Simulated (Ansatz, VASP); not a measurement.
**GaCo, level by level in two programs**

```
Ga Co
1.0
     2.87800    0.00000    0.00000
     0.00000    2.87800    0.00000
     0.00000    0.00000    2.87800
Ga Co
1 1
Direct
  0.50000 0.50000 0.50000
  0.00000 0.00000 0.00000
```

Single points on this cell with VASP 6.6.1 and Ansatz 0.2.0. Each row is one pair of runs.

```csv
level,spin,k mesh,smearing,"VASP's potentials, cutoff","Ansatz's potentials, cutoff","pressure (GPa), VASP","pressure (GPa), Ansatz","net moment per atom (μB), VASP","net moment per atom (μB), Ansatz"
PBE,"collinear, zero start",8 × 8 × 8,"fermi-dirac, width 0.05 eV","VASP PAW PBE potentials, release 64 (Ga_d, Co), 520 eV","Ansatz PAW, 420 eV",1.0,0.8,0.00,0.00
PBE,"collinear, typed start",8 × 8 × 8,"fermi-dirac, width 0.05 eV","VASP PAW PBE potentials, release 64 (Ga_d, Co), 520 eV","Ansatz PAW, 420 eV",2.5,2.3,0.25,0.25
r2SCAN+U (Co d U = 6.2 eV),"collinear, typed start",9 × 9 × 9,tetrahedron,"VASP PAW PBE potentials, release 64 (Ga_d, Co_sv), 660 eV","Ansatz PAW, 500 eV",23.2,29.0,0.91,0.92
PBE,off,9 × 9 × 9,"fermi-dirac, width 0.05 eV","VASP PAW PBE potentials, release 64 (Ga_d, Co), 520 eV","Ansatz PAW, 420 eV",0.9,0.7,-,-
```

Pressure (GPa): the two programs differ by at most 5.73; net moment per atom (μB): the two programs differ by at most 0.012.

VASP's potentials hold 22 valence electrons a cell and Ansatz's 30 in some rows, so a difference there can come from the potentials and not from the codes.

Noted on Ansatz's runs: the magnetic or orbital state may not be the lowest.
